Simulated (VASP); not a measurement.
Write the native input for VASP 6.6.1 that does the following.

- Task: electric field gradients
- Functional: PBEsol
- Potentials or basis: VASP PAW PBE potentials, release 64 (Fe)
- Cutoff: 520 eV
- k mesh: 17 × 17 × 10
- Occupations: fermi-dirac, width 0.08 eV
- Spin: no spin polarisation
- Dipole correction: no
- Further INCAR settings: ALGO = Normal; EDIFF = 1e-08; NBANDS = 15

The structure of Fe lies in POSCAR:

```
Fe
1.0
    2.4341575853      0.0000000000      0.0000000000
   -1.2170787927      2.1080423057      0.0000000000
    0.0000000000      0.0000000000      3.7650957806
Fe
2
Direct
    0.3333333333      0.6666666667      0.2500000000
    0.6666666667      0.3333333333      0.7500000000
```

This cell differs from its parent crystal: zz strain of -2 %.

One way to write it, as run:

INCAR

```
SYSTEM = Fe
PREC = Accurate ; ENCUT = 520
EDIFF = 1E-8 ; ISMEAR = -1
SIGMA = 0.08 ; LREAL = .False.
LASPH = .True. ; NELM = 100
ALGO = Normal ; ISIF = 2
LWAVE = .False. ; LCHARG = .False.
GGA = PS ; LEFG = .True.
NBANDS = 15
```

KPOINTS

```
regular mesh
0
Gamma
  17 17 10
  0 0 0
```

Potentials or basis: VASP PAW PBE potentials, release 64 (Fe).

The run is started by

```sh
$ cat potpaw_PBE.64/Fe/POTCAR > POTCAR
$ mpirun -np 1 vasp_std > vasp.out
```

Results of the run:

```json
{
 "Pressure": "5.4 GPa",
 "Band gap on the k mesh": "zero (band 8 reaches 8.21 eV, above the bottom of band 9 at 6.29 eV)"
}
```

Caveat: the cell differs from its parent crystal (zz strain of -2 %); without QUAD_EFG the Cq values of the log hold for a quadrupole moment of 1 mb, not for the nuclei; the PAW data sets were made with another functional, which shifts forces and pressure a little; the run has no spin polarisation, though such a crystal can be magnetic.

Run time: 40 s on 1 thread of Intel Xeon 6975P-C, on a shared host, peak memory 0.16 GiB.
